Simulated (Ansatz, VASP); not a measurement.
**KTaO3 in VASP and in Ansatz**

File INCAR:

```
PREC     = Accurate       # precision mode
ENCUT    = 520            # plane-wave cutoff, eV
EDIFF    = 1E-6           # SCF threshold, eV
ISMEAR   = 0              # smearing method
SIGMA    = 0.05           # smearing width, eV
LREAL    = False          # projectors in reciprocal space
LASPH    = True           # aspherical terms in the spheres
NELM     = 100            # most SCF steps
ALGO     = Normal         # electronic algorithm
ISIF     = 2              # what is computed and relaxed
LWAVE    = False          # write WAVECAR
LCHARG   = False          # write CHGCAR
GGA      = PE             # functional
NBANDS   = 27             # bands
```

File KPOINTS:

```
regular mesh
0
Gamma
  8 8 8
```

File POSCAR:

```
KTaO3
1.0
    3.6891775000      0.0000000000      0.0000000000
    0.0000000000      3.9883000000      0.0000000000
    0.0000000000      0.0000000000      3.9883000000
K Ta O
1 1 3
Direct
    0.5000000000      0.5000000000      0.5000000000
    0.0000000000      0.0000000000      0.0000000000
    0.5000000000      0.0000000000      0.0000000000
    0.0000000000      0.5000000000      0.0000000000
    0.0000000000      0.0000000000      0.5000000000
```

Input for Ansatz:

```yaml
crystal:
  lattice:
    - [3.6891775, 0.0, 0.0]
    - [0.0, 3.9883, 0.0]
    - [0.0, 0.0, 3.9883]
  atoms:
    - { symbol: K, position: [0.5, 0.5, 0.5] }
    - { symbol: Ta, position: [0.0, 0.0, 0.0] }
    - { symbol: O, position: [0.5, 0.0, 0.0] }
    - { symbol: O, position: [0.0, 0.5, 0.0] }
    - { symbol: O, position: [0.0, 0.0, 0.5] }
basis:
  ecutwfc: 420
kpoints:
  mp_grid: { grid: [8, 8, 8] }
hamiltonian:
  xc: pbe
scf:
  occupations: { method: gaussian, width: 0.05 }
output:
  forces: true
  stress: true
  eigenvalues: true
```

Change from the starting cell: strain -0.0750 x Voigt [1, 0, 0, 0, 0, 0], atoms carried along.

Alike in both runs: task single point; functional PBE; k mesh 8 × 8 × 8; occupations gaussian, width 0.05 eV; no spin polarisation.

|  | VASP | Ansatz |
| --- | --- | --- |
| version | VASP 6.6.1 | Ansatz 0.2.0 |
| potentials or method | VASP PAW PBE potentials, release 64 (K_sv, Ta_pv, O), cutoff 520 eV | scalar-relativistic, plane waves, PAW |
| valence electrons in the cell | 38 | 40 |

```csv
,VASP,Ansatz,Ansatz less VASP
gap on the k mesh at the Fermi level (eV),2.19,2.24,+0.050
least direct gap on the mesh (eV),2.66,2.71,+0.047
pressure (GPa),29.0,27.9,-1.11
"traceless stress, the component that is largest in VASP (GPa)",30.19,29.67,-0.524
```

VASP's potentials hold 38 valence electrons a cell and Ansatz's 40, so a difference there can come from the potentials and not from the codes.

Spin-orbit coupling is off throughout.
